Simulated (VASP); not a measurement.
Set up this calculation in VASP 6.6.1, as the native input.

```
Task                   : single point
Functional             : PBEsol
Potentials or basis    : VASP PAW PBE potentials, release 64 (In_d, Se)
Cutoff                 : 520 eV
k mesh                 : 8 × 8 × 8
Occupations            : fermi-dirac, width 0.05 eV
Spin                   : no spin polarisation
Dipole correction      : no
Further INCAR settings : ALGO = Normal; EDIFF = 1e-06; NBANDS = 27
```

The structure of InSe lies in POSCAR:

```
InSe
1.0
    1.7426328815      1.0061095632      7.5341609053
   -1.7426328815      1.0061095632      7.5341609053
    0.0000000000     -2.0122191265      7.5341609053
In Se
2 2
Direct
    0.8882546907      0.8882546907      0.8882546907
    0.0000036985      0.0000036985      0.0000036985
    0.1575613990      0.1575613990      0.1575613990
    0.3981802117      0.3981802117      0.3981802117
```

The input as run:

INCAR

```
  PREC = Accurate
  ENCUT = 520
  EDIFF = 1E-6
  ISMEAR = -1
  SIGMA = 0.05
  LREAL = F
  LASPH = T
  NELM = 80
  ALGO = Normal
  ISIF = 2
  LWAVE = F
  LCHARG = T
  GGA = PS
  LELF = T
  LVHAR = T
  NBANDS = 27
```

KPOINTS

```
regular mesh
0
Gamma
  8 8 8
```

Potentials or basis: VASP PAW PBE potentials, release 64 (In_d, Se).

The run is started by

```console
$ cat potpaw_PBE.64/In_d/POTCAR potpaw_PBE.64/Se/POTCAR > POTCAR
$ mpirun -np 1 vasp_std > vasp.out
```

It gave:

* Pressure: 30.2 GPa
* Largest force: 0.032 eV/Å
* Band gap on the k mesh: 0.01 eV (least direct gap 1.67 eV)

Caveat: the cell stands under pressure; the PAW data sets were made with another functional, which shifts forces and pressure a little; spin-orbit coupling is left out, which moves the levels of the heavy elements.

Run time: 5.1 min on 1 thread of Intel(R) Xeon(R) Platinum 8488C (Sapphire Rapids) (shared host), peak memory 0.52 GiB.
